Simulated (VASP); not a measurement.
# Ti in VASP: relaxation of the atoms with PBEsol

Aim: the relaxation of the atoms of Ti with PBEsol.

Everything below comes from runs of VASP 6.6.1. Logs are shortened: lines on timing, memory, paths and dates and some standing lists are left out, and cuts for length are marked.

## 1. The cell of the first run

The cell holds a slab with vacuum, 6 atoms: a = 2.868 Å, b = 4.056 Å, c = 24.170 Å, α = 90.00°, β = 90.00°, γ = 90.00°.

## 2. Relaxation of the atoms, PBEsol

Input file INCAR:

```
  ALGO = Normal
  DIPOL = 0.5 0.5 0.500
  EDIFF = 1E-7
  EDIFFG = -0.03
  ENCUT = 450
  GGA = PS
  GGA_COMPAT = False
  IBRION = 2
  IDIPOL = 3
  ISIF = 2
  ISMEAR = 0
  KPAR = 4
  LASPH = True
  LCHARG = False
  LDIPOL = True
  LREAL = False
  LWAVE = False
  NELM = 120
  NELMDL = -8
  NELMIN = 4
  NSW = 90
  PREC = Accurate
  SIGMA = 0.1
```

Input file KPOINTS:

```
k-points
0
Gamma
  10 7 1
```

Input file POSCAR:

```
Ti
1.0
    2.8679135953      0.0000000000      0.0000000000
    0.0000000000      4.0558423021      0.0000000000
    0.0000000000      0.0000000000     24.1697839881
Ti
6
Selective dynamics
Direct
    0.5000000000      0.5000000000      0.3516787740  F F F
    0.0000000000      0.0000000000      0.4110072644  F F F
    0.5000000000      0.5000000000      0.4703357548  F F F
    0.0000000000      0.0000000000      0.5296642452  T T T
    0.5000000000      0.5000000000      0.5889927356  T T T
    0.0000000000      0.0000000000      0.6483212260  T T T
```

Potentials or basis: VASP PAW PBE potentials, release 64 (Ti_sv).

Launch:

```console
$ cat potpaw_PBE.64/Ti_sv/POTCAR > POTCAR
$ mpirun -np 4 vasp_std > vasp.out
```

OUTCAR:

```text
EDIFF = 1E-7
   EDIFFG = -0.03
   ENCUT = 450
   GGA = PS
   IBRION = 2
   ISIF = 2
   ISMEAR = 0
   LASPH = True
   LREAL = False
   NELM = 120
   NELMDL = -8
   NELMIN = 4
   NSW = 90
   PREC = Accurate

 ion  position               nearest neighbor table
   1  0.500  0.500  0.352-   3 2.87   2 2.87   2 2.87   2 2.87   2 2.87
   2  0.000  0.000  0.411-   4 2.87   3 2.87   1 2.87   1 2.87   3 2.87   1 2.87   3 2.87   1 2.87
                             3 2.87
   3  0.500  0.500  0.470-   1 2.87   5 2.87   2 2.87   2 2.87   2 2.87   2 2.87   4 2.87   4 2.87
                             4 2.87   4 2.87
   4  0.000  0.000  0.530-   6 2.87   2 2.87   5 2.87   5 2.87   5 2.87   5 2.87   3 2.87   3 2.87
                             3 2.87   3 2.87
   5  0.500  0.500  0.589-   3 2.87   4 2.87   6 2.87   4 2.87   6 2.87   4 2.87   6 2.87   4 2.87
                             6 2.87
   6  0.000  0.000  0.648-   4 2.87   5 2.87   5 2.87   5 2.87   5 2.87

  LATTYP: Found a simple orthorhombic cell.
 ALAT       =     2.8679135953
 B/A-ratio  =     1.4142135623
 C/A-ratio  =     8.4276541761

  Lattice vectors:

 A1 = (   2.8679135953,   0.0000000000,   0.0000000000)
 A2 = (   0.0000000000,   4.0558423021,   0.0000000000)
 A3 = (   0.0000000000,   0.0000000000,  24.1697839881)

Analysis of symmetry for initial positions (statically):
=====================================================================
 Subroutine PRICEL returns:
 Original cell was already a primitive cell.

 Routine SETGRP: Setting up the symmetry group for a
 simple orthorhombic supercell.

 Subroutine GETGRP returns: Found  8 space group operations
 (whereof  4 operations were pure point group operations)
 out of a pool of  8 trial point group operations.

The static configuration has the point symmetry C_2v.
 The point group associated with its full space group is D_2h.

Analysis of symmetry for dynamics (positions and initial velocities):
=====================================================================
 Subroutine PRICEL returns:
 Original cell was already a primitive cell.

 Routine SETGRP: Setting up the symmetry group for a
 simple orthorhombic supercell.

 Subroutine GETGRP returns: Found  8 space group operations
[... 164 lines left out ...]

--------------------------------------- Ionic step        1  -------------------------------------------

 number of electron      72.0000043 magnetization

 Free energy of the ion-electron system (eV)
  ---------------------------------------------------
  ext. energy  EPLUGINS =         0.00000000
  ---------------------------------------------------
  free energy    TOTEN  =       -46.62807011 eV

  energy without entropy =      -46.58667677  energy(sigma->0) =      -46.60737344

------------------------ aborting loop because EDIFF is reached ----------------------------------------

  FORCE on cell =-STRESS in cart. coord.  units (eV):
  Direction    XX          YY          ZZ          XY          YZ          ZX
  --------------------------------------------------------------------------------------
  -------------------------------------------------------------------------------------
  Total       -2.2349098     -6.7771763     -3.4785508      0.0000000      0.0000000      0.0000000
  in kB      -12.7365173    -38.6224189    -19.8238971      0.0000000      0.0000000      0.0000000
  external PRESSURE =     -23.7276111 kB  Pullay stress =       0.0000000 kB
[... 29 lines left out ...]
 number of electron      72.0000037 magnetization

------------------------ aborting loop because EDIFF is reached ----------------------------------------

 vacuum level on the upper side and lower side of the slab       (xc-potential included)        -0.004        -0.016

  FORCE on cell =-STRESS in cart. coord.  units (eV):
  Direction    XX          YY          ZZ          XY          YZ          ZX
  --------------------------------------------------------------------------------------
  -------------------------------------------------------------------------------------
  Total       -2.1393349     -6.5584310     -3.1680512      0.0000000      0.0000000      0.0000000
  in kB      -12.1918458    -37.3758124    -18.0543926      0.0000000      0.0000000      0.0000000
  external PRESSURE =     -22.5406836 kB  Pullay stress =       0.0000000 kB
[... 181 lines left out ...]
  FREE ENERGIE OF THE ION-ELECTRON SYSTEM (eV)
  ---------------------------------------------------
  free  energy   TOTEN  =       -46.6724637772 eV

  energy  without entropy=      -46.6307934296  energy(sigma->0) =      -46.65162860

 dipolmoment           0.000000      0.000000     -0.000179 electrons x Angstroem

--------------------------------------- Ionic step        7  -------------------------------------------

 number of electron      72.0000042 magnetization

 dipolmoment           0.000000      0.000000      0.003084 electrons x Angstroem

 Free energy of the ion-electron system (eV)
  ---------------------------------------------------
  ext. energy  EPLUGINS =         0.00000000
  ---------------------------------------------------
  free energy    TOTEN  =       -46.67423887 eV

  energy without entropy =      -46.63242183  energy(sigma->0) =      -46.65333035

 E-fermi :   1.0005     XC(G=0):  -5.1113

 val. band max:        0.9950183020   @ k =   0.3000   0.4286   0.0000
 cond. band min:       1.0100613585   @ k =   0.1000   0.2857   0.0000
 fundamental gap:      0.0150430565
 Fermi energy:         1.0005496433

 k-point     1 :       0.0000    0.0000    0.0000
  band No.  band energies     occupation
      1     -55.7539      2.00000
      2     -55.6768      2.00000
      3     -55.4100      2.00000
      4     -55.3316      2.00000
      5     -55.2817      2.00000
      6     -55.2405      2.00000
[... 1093 lines left out ...]
     42       1.9151      0.00000
     43       2.4450      0.00000

------------------------ aborting loop because EDIFF is reached ----------------------------------------

 vacuum level on the upper side and lower side of the slab       (xc-potential included)         0.013        -0.034

  FORCE on cell =-STRESS in cart. coord.  units (eV):
  Direction    XX          YY          ZZ          XY          YZ          ZX
  --------------------------------------------------------------------------------------
  -------------------------------------------------------------------------------------
  Total       -1.8295738     -5.8283688     -2.0108439      0.0000000      0.0000000      0.0000000
  in kB      -10.4265500    -33.2152646    -11.4595893      0.0000000      0.0000000      0.0000000
  external PRESSURE =     -18.3671346 kB  Pullay stress =       0.0000000 kB
[... 21 lines left out ...]
  FREE ENERGIE OF THE ION-ELECTRON SYSTEM (eV)
  ---------------------------------------------------
  free  energy   TOTEN  =       -46.6742388665 eV

  energy  without entropy=      -46.6324218272  energy(sigma->0) =      -46.65333035

 reached required accuracy - stopping structural energy minimisation

 vacuum level on the upper side and lower side of the slab         4.335         4.287
```

OSZICAR:

```text
N       E                     dE             d eps       ncg     rms          rms(c)
DAV:   1     0.836549745660E+03    0.83655E+03   -0.37775E+04  2528   0.155E+03
DAV:   2     0.668025620462E+02   -0.76975E+03   -0.75976E+03  2160   0.513E+02
DAV:   3    -0.346921194016E+02   -0.10149E+03   -0.99823E+02  3344   0.163E+02
[... 148 lines left out ...]
DAV:  18    -0.466742378556E+02   -0.11283E-05   -0.27867E-07  1743   0.357E-03    0.948E-04
DAV:  19    -0.466742384345E+02   -0.57898E-06   -0.12958E-07  1593   0.141E-03    0.733E-04
DAV:  20    -0.466742385962E+02   -0.16168E-06   -0.35594E-08  1370   0.140E-03    0.433E-04
DAV:  21    -0.466742387797E+02   -0.18350E-06   -0.40271E-08  1423   0.687E-04    0.216E-04
DAV:  22    -0.466742388665E+02   -0.86806E-07   -0.17185E-08  1325   0.588E-04
   7 F= -.46674239E+02 E0= -.46653330E+02  d E =-.396643E-02
```

CONTCAR:

```text
Ti
   1.00000000000000
     2.8679135953000001    0.0000000000000000    0.0000000000000000
     0.0000000000000000    4.0558423021000003    0.0000000000000000
     0.0000000000000000    0.0000000000000000   24.1697839881000007
  Ti
     6
Selective dynamics
Direct
     0.5000000000000000    0.5000000000000000    0.3516787739999998   F   F   F
     0.0000000000000000    0.0000000000000000    0.4110072643999985   F   F   F
     0.5000000000000000    0.5000000000000000    0.4703357547999971   F   F   F
     0.0000000000000000    0.0000000000000000    0.5300399433584508   T   T   T
     0.5000000000000000    0.5000000000000000    0.5887453420111098   T   T   T
     0.0000000000000000    0.0000000000000000    0.6430270322554188   T   T   T

  0.00000000E+00  0.00000000E+00  0.00000000E+00
  0.00000000E+00  0.00000000E+00  0.00000000E+00
  0.00000000E+00  0.00000000E+00  0.00000000E+00
  0.00000000E+00  0.00000000E+00  0.00000000E+00
  0.00000000E+00  0.00000000E+00  0.00000000E+00
  0.00000000E+00  0.00000000E+00  0.00000000E+00
```

It took 9.3 min on 4 MPI ranks of AMD EPYC 7R13 (Zen 3), shared host; peak memory 0.39 GiB.

What came out:

- Free energy: -46.6742 eV
- Energy gained by relaxing: 7.7 meV/atom
- Ionic steps: 7
- Band gap on the k mesh: zero (bands 36 and 37 overlap by 0.42 eV)

The path:
```tsv
step	energy change (eV)	largest force on free atoms (eV/Å)	pressure (GPa)
1	0.0000	0.6620	-2.37
2	-0.0242	0.4634	-2.25
3	-0.0422	0.0673	-2.01
4	-0.0422	0.0622	-2.02
5	-0.0428	0.0568	-2.00
6	-0.0444	0.0439	-1.95
7	-0.0462	0.0173	-1.84
```

Final structure:
```cif
data_structure
_symmetry_space_group_name_H-M 'P 1'
_symmetry_Int_Tables_number 1
_cell_length_a 2.8679
_cell_length_b 4.0558
_cell_length_c 24.1698
_cell_angle_alpha 90.000
_cell_angle_beta 90.000
_cell_angle_gamma 90.000
_cell_volume 281.14
loop_
_atom_site_label
_atom_site_type_symbol
_atom_site_fract_x
_atom_site_fract_y
_atom_site_fract_z
_atom_site_occupancy
Ti1 Ti 0.50000 0.50000 0.35168 1
Ti2 Ti 0.00000 0.00000 0.41101 1
Ti3 Ti 0.50000 0.50000 0.47034 1
Ti4 Ti 0.00000 0.00000 0.53004 1
Ti5 Ti 0.50000 0.50000 0.58875 1
Ti6 Ti 0.00000 0.00000 0.64303 1
```

Caveat: the PAW data sets were made with another functional, which shifts forces and pressure a little.
